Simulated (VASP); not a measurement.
# P (Im-3m) in VASP: a series of runs

Runs on P. Level: PBEsol. Tasks: single point.

Everything below comes from runs of VASP 6.6.1. Logs are shortened: lines on timing, memory, paths and dates and some standing lists are left out, and cuts for length are marked.

## 1. The cell of the first run

Symmetry: Im-3m, No. 229, cubic system. The conventional cell has a = 3.014 Å, b = 3.014 Å, c = 3.014 Å, α = 90.00°, β = 90.00°, γ = 90.00°. Within 3.4 Å of P (site symmetry m-3m) lie 14 P at 2.61 to 3.01 Å.

## 2. Single point, PBEsol

INCAR

```
  ALGO = Normal
  EDIFF = 1E-7
  ENCUT = 520
  GGA = PS
  ISIF = 2
  ISMEAR = -1
  LASPH = True
  LCHARG = True
  LELF = True
  LREAL = False
  LVHAR = True
  LWAVE = False
  NBANDS = 8
  NELM = 80
  PREC = Accurate
  SIGMA = 0.1
```

KPOINTS

```
k-points
0
Gamma
  16 16 16
```

POSCAR

```
P
1.0
   -1.5070362784      1.5070362784      1.5070362784
    1.5070362784     -1.5070362784      1.5070362784
    1.5070362784      1.5070362784     -1.5070362784
P
1
Direct
    0.0000000000      0.0000000000      0.0000000000
```

Potentials or basis: VASP PAW PBE potentials, release 64 (P).

Started as:

```
cat potpaw_PBE.64/P/POTCAR > POTCAR
mpirun -np 1 vasp_std > vasp.out
```

OUTCAR:

```text
EDIFF = 1E-7
   ENCUT = 520
   GGA = PS
   ISIF = 2
   ISMEAR = -1
   LASPH = True
   LREAL = False
   NELM = 80
   PREC = Accurate

 ion  position               nearest neighbor table
   1  0.000  0.000  0.000-

  LATTYP: Found a body centered cubic cell.
 ALAT       =     3.0140725568

  Lattice vectors:

 A1 = (  -1.5070362784,   1.5070362784,   1.5070362784)
 A2 = (   1.5070362784,  -1.5070362784,   1.5070362784)
 A3 = (   1.5070362784,   1.5070362784,  -1.5070362784)

Analysis of symmetry for initial positions (statically):
=====================================================================
 Subroutine PRICEL returns:
 Original cell was already a primitive cell.

 Routine SETGRP: Setting up the symmetry group for a
 body centered cubic supercell.

 Subroutine GETGRP returns: Found 48 space group operations
 (whereof 48 operations were pure point group operations)
 out of a pool of 48 trial point group operations.

The static configuration has the point symmetry O_h .

Analysis of symmetry for dynamics (positions and initial velocities):
=====================================================================
 Subroutine PRICEL returns:
 Original cell was already a primitive cell.

 Routine SETGRP: Setting up the symmetry group for a
 body centered cubic supercell.

 Subroutine GETGRP returns: Found 48 space group operations
 (whereof 48 operations were pure point group operations)
 out of a pool of 48 trial point group operations.

The dynamic configuration has the point symmetry O_h .

 Subroutine INISYM returns: Found 48 space group operations
 (whereof 48 operations are pure point group operations),
 and found     1 'primitive' translations

----------------------------------------------------------------------------------------

                                     Primitive cell

  volume of cell :      13.6909

  direct lattice vectors                    reciprocal lattice vectors
    -1.507036278  1.507036278  1.507036278     0.000000000  0.331777016  0.331777016
     1.507036278 -1.507036278  1.507036278     0.331777016  0.000000000  0.331777016
     1.507036278  1.507036278 -1.507036278     0.331777016  0.331777016  0.000000000

  length of vectors
     2.610263403  2.610263403  2.610263403     0.469203556  0.469203556  0.469203556

  position of ions in fractional coordinates (direct lattice)
     0.000000000  0.000000000  0.000000000

  ion indices of the primitive-cell ions
   primitive index   ion index
                 1           1

----------------------------------------------------------------------------------------

 KPOINTS: k-points

Automatic generation of k-mesh.
 Grid dimensions read from file:
 generate k-points for:   16   16   16

 Generating k-lattice:

  Cartesian coordinates                     Fractional coordinates (reciprocal lattice)
     0.000000000  0.020736064  0.020736064     0.062500000  0.000000000  0.000000000
     0.020736064  0.000000000  0.020736064     0.000000000  0.062500000  0.000000000
     0.020736064  0.020736064  0.000000000     0.000000000  0.000000000  0.062500000

  Length of vectors
     0.029325222  0.029325222  0.029325222

  Shift w.r.t. Gamma in fractional coordinates (k-lattice)
     0.000000000  0.000000000  0.000000000

 Subroutine IBZKPT returns following result:
 ===========================================

 Found    145 irreducible k-points:

 Following reciprocal coordinates:
            Coordinates               Weight
  0.000000  0.000000  0.000000      1.000000
  0.062500  0.000000  0.000000     12.000000
  0.125000  0.000000  0.000000     12.000000
  0.187500  0.000000  0.000000     12.000000
  0.250000  0.000000  0.000000     12.000000
  0.312500  0.000000  0.000000     12.000000
[... 16 lines left out ...]
  0.187500  0.187500  0.000000     24.000000
  0.250000  0.187500  0.000000     48.000000
 [... further k-points ...]
   k-points           NKPTS =    145   k-points in BZ     NKDIM =    145   number of bands    NBANDS=      8
   number of dos      NEDOS =    301   number of ions     NIONS =      1
   total plane-waves  NPLWV =   8000
   dimension x,y,z NGX =    20 NGY =   20 NGZ =   20
   dimension x,y,z NGXF=    40 NGYF=   40 NGZF=   40
   ions per type =               1
   NGX,Y,Z   is equivalent  to a cutoff of  12.74, 12.74, 12.74 a.u.
   NGXF,Y,Z  is equivalent  to a cutoff of  25.48, 25.48, 25.48 a.u.
 SYSTEM =  unknown system
   PREC   = accura    normal or accurate (medium, high low for compatibility)
   ISTART =      0    job   : 0-new  1-cont  2-samecut
   ICHARG =      2    charge: 1-file 2-atom 10-const
   ISPIN  =      1    spin polarized calculation?
   LNONCOLLINEAR =      F non collinear calculations
   LSORBIT =      F    spin-orbit coupling
   LASPH  =      T    aspherical Exc in radial PAW
   ENCUT  =  520.0 eV  38.22 Ry    6.18 a.u.   4.85  4.85  4.85*2*pi/ulx,y,z
   NELM   =     80;   NELMIN=  2; NELMDL= -5     # of ELM steps
   EDIFF  = 0.1E-06   stopping-criterion for ELM
   LREAL  =      F    real-space projection
   EDIFFG = 0.1E-05   stopping-criterion for IOM
   NSW    =      0    number of steps for IOM
   IBRION =     -1    ionic relax: 0-MD 1-quasi-New 2-CG
   NFREE  =      0    steps in history (QN), initial steepest desc. (CG)
   ISIF   =      2    stress and relaxation
   ISYM   =      2    0-nonsym 1-usesym 2-fastsym
   POTIM  = 0.5000    time-step for ionic-motion
   TEBEG  =    0.0;   TEEND  =   0.0 temperature during run
   PSTRESS=    0.0 pullay stress
   NELECT =       5.0000    total number of electrons
   NUPDOWN=      -1.0000    fix difference up-down
   EMIN   =  10.00;   EMAX   =-10.00  energy-range for DOS
   EFERMI =   0.00;   METHOD = LEGACY
   ISMEAR =    -1;   SIGMA  =   0.10  broadening in eV -4-tet -1-fermi 0-gaus
   EFERMI_NEDOS =   21; number of points for ismear=-14 and -15
   IALGO  =     38    algorithm
   IMIX   =      4    mixing-type and parameters
     AMIX     =   0.40;   BMIX     =  1.00
     AMIX_MAG =   1.60;   BMIX_MAG =  1.00
  volume/ion in A,a.u.               =      13.69        92.39
  Fermi-wavevector in a.u.,A,eV,Ry     =   1.170185  2.211329 18.630900  1.369333
  Thomas-Fermi vector in A             =   2.306647
   LORBIT       =      0    0 simple, 1 ext, 2 COOP (PROOUT), +10 PAW based schemes
   GGA     = PS    functional components
   LHFCALC =     F    Hartree Fock is set to
   AEXX    =    0.0000 exact exchange contribution
   IVDW    =     0    specifies the selected vdW correction
   LEPSILON=     F    determine dielectric tensor
   LRPA    =     F    only Hartree local field effects (RPA)
 non-spin polarized calculation
  energy-cutoff  :      520.00
  volume of cell :       13.69
 maximum number of plane-waves:       379
   NGX =  9   NGY =  9   NGZ =  9

 number of electron       5.0000000 magnetization

 Free energy of the ion-electron system (eV)
  ---------------------------------------------------
  ext. energy  EPLUGINS =         0.00000000
  ---------------------------------------------------
  free energy    TOTEN  =        -5.22534696 eV

  energy without entropy =       -5.20780619  energy(sigma->0) =       -5.21657657

 E-fermi :  10.5306     XC(G=0): -11.8053

 val. band max:       10.5138627061   @ k =   0.1875   0.1250   0.0000
 cond. band min:      10.5674617691   @ k =   0.1875   0.1875   0.1250
 fundamental gap:      0.0535990630
 Fermi energy:        10.5306235824

 k-point     1 :       0.0000    0.0000    0.0000
  band No.  band energies     occupation
      1      -6.3480      2.00000
      2      18.0914      0.00000
      3      18.0914      0.00000
      4      18.0914      0.00000
      5      22.6653      0.00000
      6      22.6653      0.00000
      7      22.6653      0.00000
      8      26.6661      0.00000

 k-point     2 :       0.0625    0.0000    0.0000
  band No.  band energies     occupation
      1      -6.2268      2.00000
      2      17.2560      0.00000
      3      17.6069      0.00000
      4      18.0068      0.00000
      5      22.3061      0.00000
      6      22.8273      0.00000
      7      23.3620      0.00000
      8      25.8932      0.00000

 k-point     3 :       0.1250    0.0000    0.0000
  band No.  band energies     occupation
      1      -5.8635      2.00000
      2      15.3069      0.00000
      3      16.6303      0.00000
      4      17.7652      0.00000
      5      21.4658      0.00000
      6      22.5572      0.00000
      7      24.9724      0.00000
      8      25.4333      0.00000

 k-point     4 :       0.1875    0.0000    0.0000
  band No.  band energies     occupation
      1      -5.2600      2.00000
      2      12.9109      0.00000
      3      15.6261      0.00000
      4      17.4065      0.00000
      5      20.4967      0.00000
      6      21.6341      0.00000
      7      25.9487      0.00000
      8      26.3961      0.00000

 k-point     5 :       0.2500    0.0000    0.0000
  band No.  band energies     occupation
      1      -4.4200      2.00000
      2      10.4042      1.55965
      3      14.7469      0.00000
      4      16.9953      0.00000
      5      19.5945      0.00000
      6      20.6859      0.00000
      7      26.7761      0.00000
      8      26.8274      0.00000

 k-point     6 :       0.3125    0.0000    0.0000
  band No.  band energies     occupation
      1      -3.3501      2.00000
      2       7.9511      2.00000
      3      14.0423      0.00000
      4      16.6016      0.00000
      5      18.8475      0.00000
      6      19.9087      0.00000
      7      27.4728      0.00000
      8      27.8634      0.00000

 k-point     7 :       0.3750    0.0000    0.0000
  band No.  band energies     occupation
      1      -2.0652      2.00000
      2       5.6432      2.00000
      3      13.5316      0.00000
      4      16.2828      0.00000
      5      18.2959      0.00000
      6      19.3426      0.00000
      7      28.4414      0.00000
      8      28.9664      0.00000

 k-point     8 :       0.4375    0.0000    0.0000
  band No.  band energies     occupation
      1      -0.6200      2.00000
      2       3.5727      2.00000
      3      13.2227      0.00000
      4      16.0774      0.00000
      5      17.9591      0.00000
      6      18.9996      0.00000
      7      29.5838      0.00000
      8      29.9572      0.00000

 k-point     9 :       0.5000    0.0000    0.0000
  band No.  band energies     occupation
      1       0.4357      2.00000
      2       2.3069      2.00000
      3      13.1195      0.00000
      4      16.0067      0.00000
      5      17.8460      0.00000
      6      18.8848      0.00000
      7      30.3589      0.00000
      8      30.4091      0.00000

 k-point    10 :       0.0625    0.0625    0.0000
  band No.  band energies     occupation
      1      -5.9845      2.00000
      2      16.0011      0.00000
      3      16.9222      0.00000
      4      17.5914      0.00000
      5      22.0135      0.00000
      6      22.7338      0.00000
      7      24.3952      0.00000
      8      25.1037      0.00000
[... 78 lines left out ...]
 k-point    18 :       0.1875    0.1250    0.0000
  band No.  band energies     occupation
      1      -4.0615      2.00000
      2      10.5139      1.08361
      3      12.6978      0.00000
      4      15.7406      0.00000
      5      20.7013      0.00000
      6      22.3229      0.00000
      7      25.4276      0.00000
      8      27.7336      0.00000

 k-point    19 :       0.2500    0.1250   -0.0000
  band No.  band energies     occupation
      1      -2.9948      2.00000
      2       8.2039      2.00000
      3      11.8239      0.00000
      4      15.1816      0.00000
      5      20.2208      0.00000
      6      22.1768      0.00000
      7      25.8399      0.00000
      8      29.2607      0.00000

 k-point    20 :       0.3125    0.1250   -0.0000
  band No.  band energies     occupation
      1      -1.7148      2.00000
      2       5.9489      2.00000
      3      11.2373      0.00170
      4      14.7513      0.00000
      5      19.7953      0.00000
      6      22.0591      0.00000
      7      26.5434      0.00000
      8      30.1886      0.00000

 k-point    21 :       0.3750    0.1250    0.0000
  band No.  band energies     occupation
      1      -0.2775      2.00000
      2       3.9048      2.00000
      3      10.8922      0.05238
      4      14.4820      0.00000
      5      19.5163      0.00000
      6      21.9622      0.00000
      7      27.5656      0.00000
      8      29.8955      0.00000

 k-point    22 :       0.4375    0.1250    0.0000
  band No.  band energies     occupation
      1       0.7657      2.00000
      2       2.6564      2.00000
      3      10.7779      0.15564
      4      14.3906      0.00000
      5      19.4201      0.00000
      6      21.9240      0.00000
      7      28.7662      0.00000
      8      28.7992      0.00000

 k-point    23 :       0.1875    0.1875    0.0000
  band No.  band energies     occupation
      1      -3.1121      2.00000
      2       9.2041      2.00000
      3      10.7559      0.19015
      4      15.0717      0.00000
      5      20.8087      0.00000
      6      22.5435      0.00000
      7      26.3971      0.00000
      8      27.9672      0.00000

 k-point    24 :       0.2500    0.1875    0.0000
  band No.  band energies     occupation
      1      -1.9417      2.00000
      2       7.3235      2.00000
      3       9.6244      1.99977
      4      14.5457      0.00000
      5      20.7248      0.00000
      6      22.8442      0.00000
      7      26.8346      0.00000
      8      28.9723      0.00000

 [... further k-points ...]
[... 5 lines left out ...]
  --------------------------------------------------------------------------------------
  -------------------------------------------------------------------------------------
  Total        0.0008414      0.0008414      0.0008414      0.0000000      0.0000000      0.0000000
  in kB        0.0984669      0.0984669      0.0984669      0.0000000      0.0000000      0.0000000
  external PRESSURE =       0.0984669 kB  Pullay stress =       0.0000000 kB

 VOLUME and BASIS-vectors are now :
 -----------------------------------------------------------------------------
  energy-cutoff  :      520.00
  volume of cell :       13.69
      direct lattice vectors                 reciprocal lattice vectors
    -1.507036278  1.507036278  1.507036278     0.000000000  0.331777016  0.331777016
     1.507036278 -1.507036278  1.507036278     0.331777016  0.000000000  0.331777016
     1.507036278  1.507036278 -1.507036278     0.331777016  0.331777016  0.000000000

 POSITION                                       TOTAL-FORCE (eV/Angst)
 -----------------------------------------------------------------------------------
      0.00000      0.00000      0.00000         0.000000     -0.000000     -0.000000
 -----------------------------------------------------------------------------------
    total drift:                                0.000000      0.000000     -0.000000

  FREE ENERGIE OF THE ION-ELECTRON SYSTEM (eV)
  ---------------------------------------------------
  free  energy   TOTEN  =        -5.2253469628 eV

  energy  without entropy=       -5.2078061852  energy(sigma->0) =       -5.21657657
```

It took 6.5 s on 1 thread of Intel Xeon Platinum 8488C (Sapphire Rapids), shared host; peak memory 0.12 GiB.

Results:

- Free energy: -5.2253 eV
- Pressure: 0.0 GPa

Levels at points of the mesh, in eV from the Fermi level:
| k point | band 1 | band 2 | band 3 | band 4 | band 5 | band 6 | band 7 | band 8 |
| --- | --- | --- | --- | --- | --- | --- | --- | --- |
| (0.00, 0.00, 0.00) | -16.88 | 7.56 | 7.56 | 7.56 | 12.13 | 12.13 | 12.13 | 16.14 |
| (0.50, 0.00, 0.00) | -10.09 | -8.22 | 2.59 | 5.48 | 7.32 | 8.35 | 19.83 | 19.88 |
| (0.50, 0.50, 0.50) | -3.87 | -2.72 | -2.72 | -2.72 | 2.15 | 2.15 | 24.14 | 24.14 |

Caveat: the PAW data sets were made with another functional, which shifts forces and pressure a little.

## 3. Single point, PBEsol (volume scaled by 1.04)

INCAR

```
PREC = Accurate ; ENCUT = 520
EDIFF = 1E-7 ; ISMEAR = -1
SIGMA = 0.1 ; LREAL = False
LASPH = True ; NELM = 80
ALGO = Normal ; ISIF = 2
LWAVE = False ; LCHARG = False
GGA = PS ; NBANDS = 8
```

KPOINTS

```
Automatic mesh
0
Gamma
  16 16 16
```

POSCAR

```
P
1.0
   -1.5268679774      1.5268679774      1.5268679774
    1.5268679774     -1.5268679774      1.5268679774
    1.5268679774      1.5268679774     -1.5268679774
P
1
Direct
    0.0000000000      0.0000000000      0.0000000000
```

Potentials or basis: VASP PAW PBE potentials, release 64 (P).

Started as:

```
cat potpaw_PBE.64/P/POTCAR > POTCAR
mpirun -np 1 vasp_std > vasp.out
```

Wall time 6.6 s (1 thread of Intel Xeon Platinum 8488C (Sapphire Rapids), shared host); peak memory 0.13 GiB.

It converged, with:

- Free energy: -5.2187 eV
- Pressure: -3.9 GPa

Levels at points of the mesh, in eV from the Fermi level:
| k point | band 1 | band 2 | band 3 | band 4 | band 5 | band 6 | band 7 | band 8 |
| --- | --- | --- | --- | --- | --- | --- | --- | --- |
| (0.00, 0.00, 0.00) | -16.44 | 7.19 | 7.19 | 7.19 | 12.05 | 12.05 | 12.05 | 15.95 |
| (0.50, 0.00, 0.00) | -9.96 | -7.89 | 2.47 | 5.27 | 7.38 | 8.21 | 19.48 | 19.50 |
| (0.50, 0.50, 0.50) | -4.15 | -2.60 | -2.60 | -2.60 | 2.36 | 2.36 | 23.66 | 23.66 |

Caveat: the PAW data sets were made with another functional, which shifts forces and pressure a little.
